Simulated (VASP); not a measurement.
A run of VASP 6.6.1 is set up as follows.

File INCAR:

```
ALGO = Normal ; DIPOL = 0.5 0.5 0.500
EDIFF = 1E-6 ; ENCUT = 520
GGA = PS ; IDIPOL = 3
ISIF = 2 ; ISMEAR = -1
LASPH = True ; LCHARG = False
LDIPOL = True ; LREAL = False
LWAVE = False ; NBANDS = 43
NELM = 60 ; PREC = Accurate
SIGMA = 0.1
```

File KPOINTS:

```
k-points
0
Gamma
  5 5 1
```

POSCAR

```
LuPd
1.0
    3.4150000000      0.0000000000      0.0000000000
    0.0000000000      3.4150000000      0.0000000000
    0.0000000000      0.0000000000     15.1225000000
Lu Pd
2 2
Direct
    0.0000000000      0.0000000000      0.3306331625
    0.0000000000      0.0000000000      0.5564556125
    0.5000000000      0.5000000000      0.4435443875
    0.5000000000      0.5000000000      0.6693668375
```

Potentials or basis: VASP PAW PBE potentials, release 64 (Lu, Pd).

The run is started by

```console
$ cat potpaw_PBE.64/Lu/POTCAR potpaw_PBE.64/Pd/POTCAR > POTCAR
$ mpirun -np 1 vasp_std > vasp.out
```

Q: Estimate the band gap on the k mesh.

A: 0.07 eV, direct.

Q: Predict the largest force.

A: 1.335 eV/Å.

Forces in eV/Å, atoms in the order of the input:
```
Lu   0.000  0.000  0.658
Lu   0.000  0.000  1.268
Pd   0.000  0.000 -0.592
Pd   0.000  0.000 -1.335
```

Caveat: the PAW data sets were made with another functional, which shifts forces and pressure a little; spin-orbit coupling is left out, which moves the levels of the heavy elements.
